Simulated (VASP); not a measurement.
# CO2 (I-42d) in VASP: density of states with PBEsol

Aim: the density of states of CO2 with PBEsol.

All numbers are computed with VASP 6.6.1; they aren't measurements. Logs are shortened: lines on timing, memory, paths and dates and some standing lists are left out, and cuts for length are marked.

**1. The cell of the first run**

The structure is tetragonal, space group I-42d (No. 122). Conventional cell: a = 3.918 Å, b = 3.918 Å, c = 5.937 Å, α = 90.00°, β = 90.00°, γ = 90.00°. C (site symmetry -4) has 4 O at 1.39 Å within 1.9 Å. O (site symmetry 2) has 2 C at 1.39 Å within 1.9 Å.

**2. Density of states, PBEsol**

POSCAR

```
CO2
1.0
   -1.9589458393      1.9589458393      2.9686465352
    1.9589458393     -1.9589458393      2.9686465352
    1.9589458393      1.9589458393     -2.9686465352
C O
2 4
Direct
    0.7500000000      0.2500000000      0.5000000000
    0.0000000000      0.0000000000      0.0000000000
    0.7077697658      0.1250000000      0.0827697658
    0.0422302342      0.6250000000      0.9172302342
    0.3750000000      0.2922302342      0.4172302342
    0.8750000000      0.9577697658      0.5827697658
```

INCAR.step1

```
SYSTEM = CO2
  PREC = Accurate
  ENCUT = 520
  EDIFF = 1E-6
  ISMEAR = 0
  SIGMA = 0.02
  LREAL = .False.
  LASPH = .True.
  NELM = 100
  ALGO = Normal
  ISIF = 2
  LWAVE = .False.
  LCHARG = .True.
  GGA = PS
  NBANDS = 25
```

KPOINTS.step1

```
regular mesh
0
Gamma
  8 8 8
  0 0 0
```

INCAR.step2

```
SYSTEM = CO2
  PREC = Accurate
  ENCUT = 520
  EDIFF = 1E-6
  ISMEAR = -5
  SIGMA = 0.02
  LREAL = .False.
  LASPH = .True.
  NELM = 100
  ALGO = Normal
  ISIF = 2
  LWAVE = .False.
  LCHARG = .False.
  GGA = PS
  LORBIT = 10
  NEDOS = 1001
  ICHARG = 11
```

KPOINTS.step2

```
regular mesh
0
Gamma
  12 12 12
  0 0 0
```

Potentials or basis: VASP PAW PBE potentials, release 64 (C, O).

Launch:

```sh
$ cat potpaw_PBE.64/C/POTCAR potpaw_PBE.64/O/POTCAR > POTCAR
$ cp INCAR.step1 INCAR
$ cp KPOINTS.step1 KPOINTS
$ mpirun -np 1 vasp_std > vasp.out
$ cp INCAR.step2 INCAR
$ cp KPOINTS.step2 KPOINTS
$ mpirun -np 1 vasp_std > vasp.out
```

OUTCAR:

```text
SYSTEM = CO2
   PREC = Accurate
   ENCUT = 520
   EDIFF = 1E-6
   ISMEAR = -5
   LREAL = .False.
   LASPH = .True.
   NELM = 100
   ISIF = 2
   GGA = PS
   LORBIT = 10
   ICHARG = 11

 ion  position               nearest neighbor table
   1  0.750  0.250  0.500-   3 1.39   5 1.39   6 1.39   4 1.39
   2  0.000  0.000  0.000-   3 1.39   4 1.39   6 1.39   5 1.39
   3  0.708  0.125  0.083-   1 1.39   2 1.39
   4  0.042  0.625  0.917-   2 1.39   1 1.39
   5  0.375  0.292  0.417-   1 1.39   2 1.39
   6  0.875  0.958  0.583-   1 1.39   2 1.39

  LATTYP: Found a body centered tetragonal cell.
 ALAT       =     3.9178916786
 C/A-ratio  =     1.5154306340

  Lattice vectors:

 A1 = (  -1.9589458393,   1.9589458393,   2.9686465352)
 A2 = (   1.9589458393,  -1.9589458393,   2.9686465352)
 A3 = (   1.9589458393,   1.9589458393,  -2.9686465352)

Analysis of symmetry for initial positions (statically):
=====================================================================
 Subroutine PRICEL returns:
 Original cell was already a primitive cell.

 Routine SETGRP: Setting up the symmetry group for a
 body centered tetragonal supercell.

 Subroutine GETGRP returns: Found  8 space group operations
 (whereof  4 operations were pure point group operations)
 out of a pool of 16 trial point group operations.

The static configuration has the point symmetry S_4 .
 The point group associated with its full space group is D_2d.

Analysis of symmetry for dynamics (positions and initial velocities):
=====================================================================
 Subroutine PRICEL returns:
 Original cell was already a primitive cell.

 Routine SETGRP: Setting up the symmetry group for a
 body centered tetragonal supercell.

 Subroutine GETGRP returns: Found  8 space group operations
 (whereof  4 operations were pure point group operations)
 out of a pool of 16 trial point group operations.

The dynamic configuration has the point symmetry S_4 .
 The point group associated with its full space group is D_2d.

 Subroutine INISYM returns: Found  8 space group operations
 (whereof  4 operations are pure point group operations),
 and found     1 'primitive' translations

----------------------------------------------------------------------------------------

                                     Primitive cell

  volume of cell :      45.5684

  direct lattice vectors                    reciprocal lattice vectors
    -1.958945839  1.958945839  2.968646535     0.000000000  0.255239318  0.168426923
     1.958945839 -1.958945839  2.968646535     0.255239318  0.000000000  0.168426923
     1.958945839  1.958945839 -2.968646535     0.255239318  0.255239318  0.000000000

  length of vectors
     4.060517190  4.060517190  4.060517190     0.305801795  0.305801795  0.360962905

  position of ions in fractional coordinates (direct lattice)
     0.750000000  0.250000000  0.500000000
     0.000000000  0.000000000  0.000000000
     0.707769766  0.125000000  0.082769766
     0.042230234  0.625000000  0.917230234
     0.375000000  0.292230234  0.417230234
     0.875000000  0.957769766  0.582769766

  ion indices of the primitive-cell ions
   primitive index   ion index
                 1           1
                 2           2
                 3           3
                 4           4
                 5           5
                 6           6

----------------------------------------------------------------------------------------

 KPOINTS: regular mesh

Automatic generation of k-mesh.
 Grid dimensions read from file:
 generate k-points for:   12   12   12

 Generating k-lattice:

  Cartesian coordinates                     Fractional coordinates (reciprocal lattice)
     0.000000000  0.021269943  0.014035577     0.083333333  0.000000000 -0.000000000
     0.021269943  0.000000000  0.014035577     0.000000000  0.083333333 -0.000000000
     0.021269943  0.021269943  0.000000000     0.000000000  0.000000000  0.083333333

  Length of vectors
     0.025483483  0.025483483  0.030080242

  Shift w.r.t. Gamma in fractional coordinates (k-lattice)
     0.000000000  0.000000000  0.000000000

 TETIRR: Found   2206 inequivalent tetrahedra from    10368

 Subroutine IBZKPT returns following result:
 ===========================================

 Found    163 irreducible k-points:

 Following reciprocal coordinates:
            Coordinates               Weight
  0.000000  0.000000  0.000000      1.000000
  0.083333  0.000000 -0.000000      8.000000
  0.166667 -0.000000  0.000000      8.000000
  0.250000  0.000000  0.000000      8.000000
  0.333333 -0.000000  0.000000      8.000000
  0.416667  0.000000 -0.000000      8.000000
[... 16 lines left out ...]
  0.500000  0.166667  0.000000     16.000000
 -0.416667  0.166667  0.000000     16.000000
 [... further k-points ...]
   k-points           NKPTS =    163   k-points in BZ     NKDIM =    163   number of bands    NBANDS=     20
   number of dos      NEDOS =   1001   number of ions     NIONS =      6
   total plane-waves  NPLWV =  27000
   dimension x,y,z NGX =    30 NGY =   30 NGZ =   30
   dimension x,y,z NGXF=    60 NGYF=   60 NGZF=   60
   ions per type =               2   4
   NGX,Y,Z   is equivalent  to a cutoff of  12.28, 12.28, 12.28 a.u.
   NGXF,Y,Z  is equivalent  to a cutoff of  24.57, 24.57, 24.57 a.u.
 SYSTEM =  CO2
   PREC   = accura    normal or accurate (medium, high low for compatibility)
   ISTART =      0    job   : 0-new  1-cont  2-samecut
   ICHARG =     11    charge: 1-file 2-atom 10-const
   ISPIN  =      1    spin polarized calculation?
   LNONCOLLINEAR =      F non collinear calculations
   LSORBIT =      F    spin-orbit coupling
   LASPH  =      T    aspherical Exc in radial PAW
   ENCUT  =  520.0 eV  38.22 Ry    6.18 a.u.   7.55  7.55  7.55*2*pi/ulx,y,z
   NELM   =    100;   NELMIN=  2; NELMDL=  0     # of ELM steps
   EDIFF  = 0.1E-05   stopping-criterion for ELM
   LREAL  =      F    real-space projection
   EDIFFG = 0.1E-04   stopping-criterion for IOM
   NSW    =      0    number of steps for IOM
   IBRION =     -1    ionic relax: 0-MD 1-quasi-New 2-CG
   NFREE  =      0    steps in history (QN), initial steepest desc. (CG)
   ISIF   =      2    stress and relaxation
   ISYM   =      2    0-nonsym 1-usesym 2-fastsym
   POTIM  = 0.5000    time-step for ionic-motion
   TEBEG  =    0.0;   TEEND  =   0.0 temperature during run
   PSTRESS=    0.0 pullay stress
   NELECT =      32.0000    total number of electrons
   NUPDOWN=      -1.0000    fix difference up-down
   EMIN   =  10.00;   EMAX   =-10.00  energy-range for DOS
   EFERMI =   0.00;   METHOD = LEGACY
   ISMEAR =    -5;   SIGMA  =   0.02  broadening in eV -4-tet -1-fermi 0-gaus
   EFERMI_NEDOS =   21; number of points for ismear=-14 and -15
   IALGO  =     38    algorithm
   IMIX   =      4    mixing-type and parameters
     AMIX     =   0.40;   BMIX     =  1.00
     AMIX_MAG =   1.60;   BMIX_MAG =  1.00
  volume/ion in A,a.u.               =       7.59        51.25
  Fermi-wavevector in a.u.,A,eV,Ry     =   1.455136  2.749809 28.809275  2.117422
  Thomas-Fermi vector in A             =   2.572206
   LORBIT       =     10    0 simple, 1 ext, 2 COOP (PROOUT), +10 PAW based schemes
   GGA     = PS    functional components
   LHFCALC =     F    Hartree Fock is set to
   AEXX    =    0.0000 exact exchange contribution
   IVDW    =     0    specifies the selected vdW correction
   LEPSILON=     F    determine dielectric tensor
   LRPA    =     F    only Hartree local field effects (RPA)
 non-spin polarized calculation
 Fermi weights with tetrahedron method with Bloechl corrections
  energy-cutoff  :      520.00
  volume of cell :       45.57
 maximum number of plane-waves:      1248

 number of electron      31.9999977 magnetization

 Free energy of the ion-electron system (eV)
  ---------------------------------------------------
  ext. energy  EPLUGINS =         0.00000000
  ---------------------------------------------------
  free energy    TOTEN  =       -46.10736589 eV

  energy without entropy =      -46.10736589  energy(sigma->0) =      -46.10736589

 E-fermi :   2.4417     XC(G=0): -11.5155

 val. band max:        2.4148303515   @ k =   0.5000   0.0000   0.0000
 cond. band min:       9.9916706420   @ k =   0.0000   0.0000   0.0000
 fundamental gap:      7.5768402905
 Fermi energy:         2.4417374029

 k-point     1 :       0.0000    0.0000    0.0000
  band No.  band energies     occupation
      1     -21.8275      2.00000
      2     -16.5839      2.00000
      3     -16.5839      2.00000
      4     -15.8775      2.00000
      5     -12.2812      2.00000
      6      -7.4578      2.00000
[... 12 lines left out ...]
     19      11.8284      0.00000
     20      11.8540      0.00000

 k-point     2 :       0.0833    0.0000   -0.0000
  band No.  band energies     occupation
      1     -21.7809      2.00000
      2     -16.6892      2.00000
      3     -16.5974      2.00000
      4     -15.9548      2.00000
      5     -12.1228      2.00000
      6      -7.4471      2.00000
[... 12 lines left out ...]
     19      11.8343      0.00000
     20      12.0133      0.00000
[... 465 lines left out ...]
      3     -16.7846      2.00000
      4     -16.4012      2.00000
      5     -10.2720      2.00000
      6      -7.7780      2.00000
[... 12 lines left out ...]
     19      12.2035      0.00000
     20      12.8161      0.00000

 k-point    24 :      -0.4167    0.1667    0.0000
  band No.  band energies     occupation
      1     -20.9053      2.00000
      2     -18.4354      2.00000
      3     -16.7604      2.00000
      4     -16.3367      2.00000
      5     -10.5108      2.00000
      6      -7.8771      2.00000
[... 12 lines left out ...]
     19      12.3566      0.00000
     20      12.8326      0.00000

 [... further k-points ...]
[... 5 lines left out ...]
  --------------------------------------------------------------------------------------
  -------------------------------------------------------------------------------------
  Total        0.5306830      0.5306830      0.4255464      0.0000000      0.0000000      0.0000000
  in kB       18.6587429     18.6587429     14.9621538      0.0000000      0.0000000      0.0000000
  external PRESSURE =      17.4265465 kB  Pullay stress =       0.0000000 kB

 VOLUME and BASIS-vectors are now :
 -----------------------------------------------------------------------------
  energy-cutoff  :      520.00
  volume of cell :       45.57
      direct lattice vectors                 reciprocal lattice vectors
    -1.958945839  1.958945839  2.968646535     0.000000000  0.255239318  0.168426923
     1.958945839 -1.958945839  2.968646535     0.255239318  0.000000000  0.168426923
     1.958945839  1.958945839 -2.968646535     0.255239318  0.255239318  0.000000000

 POSITION                                       TOTAL-FORCE (eV/Angst)
 -----------------------------------------------------------------------------------
      0.00000      1.95895      1.48432        -0.000000      0.000000     -0.000000
      0.00000      0.00000      0.00000        -0.000000      0.000000      0.000000
     -0.97947      1.30376      2.22648        -0.000000     -0.101075      0.000000
      2.93842      0.65519     -0.74216        -0.000000      0.101075      0.000000
      0.65519      0.97947      0.74216         0.101075      0.000000      0.000000
      1.30376      0.97947      3.71081        -0.101075      0.000000      0.000000
 -----------------------------------------------------------------------------------
    total drift:                                0.000002      0.000002      0.000003

  FREE ENERGIE OF THE ION-ELECTRON SYSTEM (eV)
  ---------------------------------------------------
  free  energy   TOTEN  =       -46.1073658910 eV

  energy  without entropy=      -46.1073658910  energy(sigma->0) =      -46.10736589

 total charge

# of ion       s       p       d       tot
------------------------------------------
    1        0.790   1.579   0.000   2.368
    2        0.790   1.579   0.000   2.368
    3        1.562   3.622   0.000   5.184
    4        1.562   3.622   0.000   5.184
    5        1.562   3.622   0.000   5.184
    6        1.562   3.622   0.000   5.184
--------------------------------------------------
tot          7.829  17.644   0.000  25.474
```

It took 68 s on 1 thread of Intel Xeon 6975P-C (Granite Rapids), shared host; peak memory 0.23 GiB.

What came out:

```
Valence electrons inside the program's atomic spheres : C 2.37; O 5.18
```

Caveat: the PAW data sets were made with another functional, which shifts forces and pressure a little.
